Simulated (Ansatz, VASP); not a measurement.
One calculation of B3N2, two programs

```xyz
5
Lattice="3.3332 0.0000 0.0000 -1.6666 2.8867 0.0000 0.0000 0.0000 8.4460" Properties=species:S:1:pos:R:3 pbc="T T T"
B     1.6666    0.0000    0.0000
B    -0.8333    1.4433    0.0000
B     0.8333    1.4433    0.0000
N     0.0000    0.0000    3.6721
N     0.0000    0.0000    4.7739
```

Alike in both runs: functional PBE; k mesh 6 × 6 × 6; occupations gaussian, width 0.1 eV; no spin polarisation.

Ansatz relaxed the structure, and its values are those at the end. VASP's run is a single point on that final structure, the one shown.

```csv
,VASP,Ansatz
version,VASP 6.6.1,Ansatz 0.2.0
potentials or method,"VASP PAW PBE potentials, release 64 (B, N), cutoff 520 eV","scalar-relativistic, plane waves, PAW"
valence electrons in the cell,19,19
```

|  | VASP | Ansatz | Ansatz less VASP |
| --- | --- | --- | --- |
| gap on the k mesh at the Fermi level (eV) | none | none | - |
| pressure (GPa) | 1.2 | 0.1 | -1.13 |
| rms of the force components (eV/Å) | 0.648 | 0.007 | -0.6411 |

A gap of «none» marks a metal or a gap that the smearing closes. With one functional, cell and mesh, what is left measures potentials, basis and numerics.

The k mesh is coarse, so the values compare programs but aren't converged. Noted on VASP's run: the standard files for N, O and F lose accuracy on very short bonds.
